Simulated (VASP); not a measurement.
# LiCl (I4/mmm) in VASP: G0W0 quasiparticle levels with PBE

Aim: the G0W0 quasiparticle levels of LiCl with PBE.

All numbers are computed with VASP 6.6.1; they aren't measurements. Logs are shortened: lines on timing, memory, paths and dates and some standing lists are left out, and cuts for length are marked.

## Step 1: The cell of the first run

Symmetry: I4/mmm, No. 139, tetragonal system. The conventional cell has a = 3.664 Å, b = 3.664 Å, c = 5.112 Å, α = 90.00°, β = 90.00°, γ = 90.00°. Within 3.4 Å of Li (site symmetry 4/mmm) lie 6 Cl at 2.56 to 2.59 Å. Within 3.4 Å of Cl (site symmetry 4/mmm) lie 6 Li at 2.56 to 2.59 Å.

## Step 2: G0W0 quasiparticle levels, PBE

Contents of POSCAR:

```
LiCl
1.0
    0.0000000000      2.5910427516      2.5560252063
    2.5910427516      0.0000000000      2.5560252063
    2.5910427516      2.5910427516      0.0000000000
Li Cl
1 1
Direct
    0.0000000000      0.0000000000      0.0000000000
    0.5000000000      0.5000000000      0.5000000000
```

Contents of INCAR.step1:

```
  PREC = Accurate
  ENCUT = 500
  EDIFF = 1E-8
  ISMEAR = 0
  SIGMA = 0.01
  LREAL = F
  LASPH = T
  NELM = 60
  ALGO = Normal
  LWAVE = T
  LCHARG = F
  GGA = PE
```

Contents of INCAR.step2:

```
  PREC = Accurate
  ENCUT = 500
  EDIFF = 1E-8
  ISMEAR = 0
  SIGMA = 0.01
  LREAL = F
  LASPH = T
  NELM = 1
  ALGO = Exact
  LWAVE = T
  LCHARG = F
  GGA = PE
  NBANDS = 147
  LOPTICS = T
  ISTART = 1
```

Contents of INCAR.step3:

```
  PREC = Accurate
  ENCUT = 500
  EDIFF = 1E-8
  ISMEAR = 0
  SIGMA = 0.01
  LREAL = F
  LASPH = T
  ALGO = EVGW0
  LWAVE = F
  LCHARG = F
  GGA = PE
  NELMGW = 1
  NBANDS = 147
  ENCUTGW = 150.0
  NOMEGA = 48
  PRECFOCK = Fast
  ISTART = 1
  NBANDSGW = 12
```

Contents of KPOINTS:

```
regular mesh
0
Gamma
  6 6 6
```

Potentials or basis: VASP PAW PBE potentials, release 64 (Li_GW, Cl_GW).

The run is started by

```
$ cat potpaw_PBE.64/Li_GW/POTCAR potpaw_PBE.64/Cl_GW/POTCAR > POTCAR
$ cp INCAR.step1 INCAR
$ mpirun -np 1 vasp_std > vasp.out
$ cp INCAR.step2 INCAR
$ mpirun -np 1 vasp_std > vasp.out
$ cp INCAR.step3 INCAR
$ mpirun -np 1 vasp_std > vasp.out
```

OUTCAR:

```text
PREC = Accurate
   ENCUT = 500
   EDIFF = 1E-8
   ISMEAR = 0
   LREAL = F
   LASPH = T
   GGA = PE
   NELMGW = 1
   ENCUTGW = 150.0
   PRECFOCK = Fast
   ISTART = 1

 ion  position               nearest neighbor table
   1  0.000  0.000  0.000-   2 2.56   2 2.56   2 2.59   2 2.59   2 2.59   2 2.59
   2  0.500  0.500  0.500-   1 2.56   1 2.56   1 2.59   1 2.59   1 2.59   1 2.59

  LATTYP: Found a body centered tetragonal cell.
 ALAT       =     3.6642878000
 C/A-ratio  =     1.3951006830

  Lattice vectors:

 A1 = (   0.0000000000,  -2.5910427516,  -2.5560252063)
 A2 = (   0.0000000000,   2.5910427516,  -2.5560252063)
 A3 = (   2.5910427516,   0.0000000000,   2.5560252063)

Analysis of symmetry for initial positions (statically):
=====================================================================
 Subroutine PRICEL returns:
 Original cell was already a primitive cell.

 Routine SETGRP: Setting up the symmetry group for a
 body centered tetragonal supercell.

 Subroutine GETGRP returns: Found 16 space group operations
 (whereof 16 operations were pure point group operations)
 out of a pool of 16 trial point group operations.

The static configuration has the point symmetry D_4h.

Analysis of symmetry for dynamics (positions and initial velocities):
=====================================================================
 Subroutine PRICEL returns:
 Original cell was already a primitive cell.

 Routine SETGRP: Setting up the symmetry group for a
 body centered tetragonal supercell.

 Subroutine GETGRP returns: Found 16 space group operations
 (whereof 16 operations were pure point group operations)
 out of a pool of 16 trial point group operations.

The dynamic configuration has the point symmetry D_4h.

 Subroutine INISYM returns: Found 16 space group operations
 (whereof 16 operations are pure point group operations),
 and found     1 'primitive' translations

----------------------------------------------------------------------------------------

                                     Primitive cell

  volume of cell :      34.3198

  direct lattice vectors                    reciprocal lattice vectors
     0.000000000  2.591042752  2.556025206    -0.192972501  0.192972501  0.195616224
     2.591042752  0.000000000  2.556025206     0.192972501 -0.192972501  0.195616224
     2.591042752  2.591042752  0.000000000     0.192972501  0.192972501 -0.195616224

  length of vectors
     3.639610885  3.639610885  3.664287800     0.335771469  0.335771469  0.335771469

  position of ions in fractional coordinates (direct lattice)
     0.000000000  0.000000000  0.000000000
     0.500000000  0.500000000  0.500000000

  ion indices of the primitive-cell ions
   primitive index   ion index
                 1           1
                 2           2

----------------------------------------------------------------------------------------

 KPOINTS: regular mesh

Automatic generation of k-mesh.
 Grid dimensions read from file:
 generate k-points for:    6    6    6

 Generating k-lattice:

  Cartesian coordinates                     Fractional coordinates (reciprocal lattice)
    -0.032162084  0.032162084  0.032602704     0.166666667 -0.000000000  0.000000000
     0.032162084 -0.032162084  0.032602704    -0.000000000  0.166666667  0.000000000
     0.032162084  0.032162084 -0.032602704     0.000000000  0.000000000  0.166666667

  Length of vectors
     0.055961912  0.055961912  0.055961912

  Shift w.r.t. Gamma in fractional coordinates (k-lattice)
     0.000000000  0.000000000  0.000000000

 Subroutine IBZKPT returns following result:
 ===========================================

 Found     30 irreducible k-points:

 Following reciprocal coordinates:
            Coordinates               Weight
  0.000000  0.000000  0.000000      1.000000
  0.166667 -0.000000  0.000000      8.000000
  0.333333 -0.000000  0.000000      8.000000
  0.500000 -0.000000  0.000000      4.000000
  0.166667  0.166667  0.000000      2.000000
  0.333333  0.166667  0.000000      8.000000
[... 16 lines left out ...]
  0.333333  0.000000  0.333333      4.000000
  0.500000  0.000000  0.333333     16.000000
 [... further k-points ...]
   k-points           NKPTS =     30   k-points in BZ     NKDIM =    216   number of bands    NBANDS=    147
   number of dos      NEDOS =    301   number of ions     NIONS =      2
   total plane-waves  NPLWV =  21952
   dimension x,y,z NGX =    28 NGY =   28 NGZ =   28
   dimension x,y,z NGXF=    56 NGYF=   56 NGZF=   56
   ions per type =               1   1
   NGX,Y,Z   is equivalent  to a cutoff of  12.79, 12.79, 12.70 a.u.
   NGXF,Y,Z  is equivalent  to a cutoff of  25.58, 25.58, 25.41 a.u.
 SYSTEM =  unknown system
   PREC   = accura    normal or accurate (medium, high low for compatibility)
   ISTART =      1    job   : 0-new  1-cont  2-samecut
   ICHARG =      0    charge: 1-file 2-atom 10-const
   ISPIN  =      1    spin polarized calculation?
   LNONCOLLINEAR =      F non collinear calculations
   LSORBIT =      F    spin-orbit coupling
   LASPH  =      T    aspherical Exc in radial PAW
   ENCUT  =  500.0 eV  36.75 Ry    6.06 a.u.   6.64  6.64  6.68*2*pi/ulx,y,z
   NELM   =     60;   NELMIN=  2; NELMDL=  0     # of ELM steps
   EDIFF  = 0.1E-07   stopping-criterion for ELM
   LREAL  =      F    real-space projection
   EDIFFG = 0.1E-06   stopping-criterion for IOM
   NSW    =      0    number of steps for IOM
   IBRION =     -1    ionic relax: 0-MD 1-quasi-New 2-CG
   NFREE  =      0    steps in history (QN), initial steepest desc. (CG)
   ISIF   =      0    stress and relaxation
   ISYM   =      3    0-nonsym 1-usesym 2-fastsym
   POTIM  = 0.5000    time-step for ionic-motion
   TEBEG  =    0.0;   TEEND  =   0.0 temperature during run
   PSTRESS=    0.0 pullay stress
   NELECT =       8.0000    total number of electrons
   NUPDOWN=      -1.0000    fix difference up-down
   EMIN   =  10.00;   EMAX   =-10.00  energy-range for DOS
   EFERMI =   0.00;   METHOD = LEGACY
   ISMEAR =     0;   SIGMA  =   0.01  broadening in eV -4-tet -1-fermi 0-gaus
   EFERMI_NEDOS =   21; number of points for ismear=-14 and -15
   IALGO  =     38    algorithm
   IMIX   =      4    mixing-type and parameters
     AMIX     =   0.40;   BMIX     =  1.00
     AMIX_MAG =   1.60;   BMIX_MAG =  1.00
  volume/ion in A,a.u.               =      17.16       115.80
  Fermi-wavevector in a.u.,A,eV,Ry     =   1.007527  1.903950 13.811421  1.015111
  Thomas-Fermi vector in A             =   2.140338
   LORBIT       =      0    0 simple, 1 ext, 2 COOP (PROOUT), +10 PAW based schemes
   GGA     = PE    functional components
   LHFCALC =     T    Hartree Fock is set to
   PRECFOCK=fast      Normal, Fast or Accurate (Low or Medium for compatibility)
   ENCUT4O =  -1.0   cutoff for four orbital integrals eV
   NKREDX  =     1    reduce k-point grid by
   NKREDY  =     1    reduce k-point grid by
   NKREDZ  =     1    reduce k-point grid by
   AEXX    =    1.0000 exact exchange contribution
   HFSCREEN=    0.0000 screening length (either q_TF or 0.3 A-1)
   HFSCREENC=   0.0000 screening length for correlation (either q_TF or 0.3 A-1)
   ENCUTFOCK=  -1.0 apply spherical cutoff to Coloumb kernel
   IVDW    =     0    specifies the selected vdW correction
   LEPSILON=     F    determine dielectric tensor
   LRPA    =     F    only Hartree local field effects (RPA)
   LRPAFORCE           =     F    calculate RPA forces
   ENCUTGW             = 150.0    cutoff for response function in eV
   ENCUTGWSOFT         = 120.0    soft cutoff for Coulomb kernel in GW response function in eV
   ENCUTLF             =  -1.0    cutoff for local field effects
   NELMGW              =     1    number of iterations in solving QP/BSE equation
   NELMHF              =     1    number of iterations in the inner HF iteration
   NKREDLFX            =     1    NKREDLFY  =   1   NKREDLFZ  =   1
 non-spin polarized calculation
 Gauss-broadening in eV      SIGMA  =   0.01
  energy-cutoff  :      500.00
  volume of cell :       34.32
 maximum number of plane-waves:       893
 NGX is ok and might be reduce to    28
  NGX = 16; NGY = 16; NGZ = 16
   NGX = 13   NGY = 13   NGZ = 13
 maximum number of plane-waves:       150

 QP shifts <psi_nk| G(iteration)W_0 |psi_nk>: iteration 1
 for sc-GW calculations column KS-energies equals QP-energies in previous step
 and V_xc(KS)=  KS-energies - (<T + V_ion + V_H > + <T+V_H+V_ion>^1  + <V_x>^1)

 k-point   1 :       0.0000    0.0000    0.0000
  band No.  KS-energies  QP-energies   sigma(KS)   V_xc(KS)     V^pw_x(r,r')   Z            occupation Imag(sigma)

      1     -14.3971     -15.9309     -16.7386     -14.7524     -24.1331       0.7723       2.0000       1.6005
      2      -1.0729      -2.8428     -16.9298     -14.7025     -18.8854       0.7946       2.0000       0.0782
      3      -1.0344      -2.7984     -16.9437     -14.7234     -18.8965       0.7944       2.0000       0.0789
      4      -1.0344      -2.7984     -16.9437     -14.7234     -18.8965       0.7944       2.0000       0.0789
      5       5.1779       5.9767      -7.5112      -8.4643      -4.0881       0.8382       0.0000      -0.0640
      6      10.6941      11.8892      -8.0365      -9.4815      -4.2268       0.8271       0.0000      -0.0836
      7      10.6941      11.8892      -8.0365      -9.4815      -4.2268       0.8271       0.0000      -0.0836
      8      10.8089      11.9990      -8.0071      -9.4479      -4.1850       0.8260       0.0000      -0.0851
      9      13.1499      14.6349      -9.0927     -10.9406      -4.8207       0.8036       0.0000      -0.1196
     10      13.2904      14.4328      -5.7118      -7.1483      -1.3749       0.7953       0.0000      -0.1546
     11      13.2904      14.4328      -5.7118      -7.1483      -1.3749       0.7953       0.0000      -0.1546
     12      13.3413      14.8454      -9.1759     -11.0534      -4.8621       0.8011       0.0000      -0.1231

 k-point   2 :       0.1667   -0.0000    0.0000
  band No.  KS-energies  QP-energies   sigma(KS)   V_xc(KS)     V^pw_x(r,r')   Z            occupation Imag(sigma)
[... 353 lines left out ...]
      1     -13.6793     -14.9579     -17.1647     -15.4388     -24.5465       0.7409       2.0000       1.3961
      2      -3.5703      -5.6382     -15.0046     -12.3523     -17.4047       0.7796       2.0000       0.0987
      3      -2.3557      -4.2962     -15.8484     -13.3867     -18.0139       0.7883       2.0000       0.0850
      4      -1.9206      -3.8079     -16.2552     -13.8648     -18.3565       0.7895       2.0000       0.0822
      5       7.0215       8.0325      -7.0521      -8.2575      -3.6295       0.8387       0.0000      -0.0690
      6       8.0886       9.0847      -7.7000      -8.8939      -4.1893       0.8343       0.0000      -0.0715
      7      10.0446      11.2211      -8.5814     -10.0358      -4.5672       0.8090       0.0000      -0.0953
      8      11.2238      12.5635      -7.5612      -9.2090      -3.5065       0.8130       0.0000      -0.1055
      9      12.9414      14.1250      -7.3492      -8.8483      -2.9267       0.7896       0.0000      -0.1474
     10      16.2457      17.9250     -10.2337     -12.3881      -5.2246       0.7795       0.0000      -0.2226
     11      17.0630      18.6873      -9.8051     -11.9191      -4.6756       0.7684       0.0000      -0.2840
     12      17.4227      18.8139      -9.3206     -11.1263      -4.0781       0.7705       0.0000      -0.3836

 [... further k-points ...]
```

Run time: 9.3 min. Hardware: 1 thread of Intel Xeon 6975P-C (Granite Rapids), shared host; peak memory 0.83 GiB.

Results:

```
Band gap on the k mesh, mean-field level : 6.21 eV, direct
Quasiparticle gap                        : 8.78 eV
Least direct quasiparticle gap           : 8.78 eV
```

Caveat: bands, screening cutoff and mesh are small and nothing is extrapolated, so the quasiparticle values aren't converged.
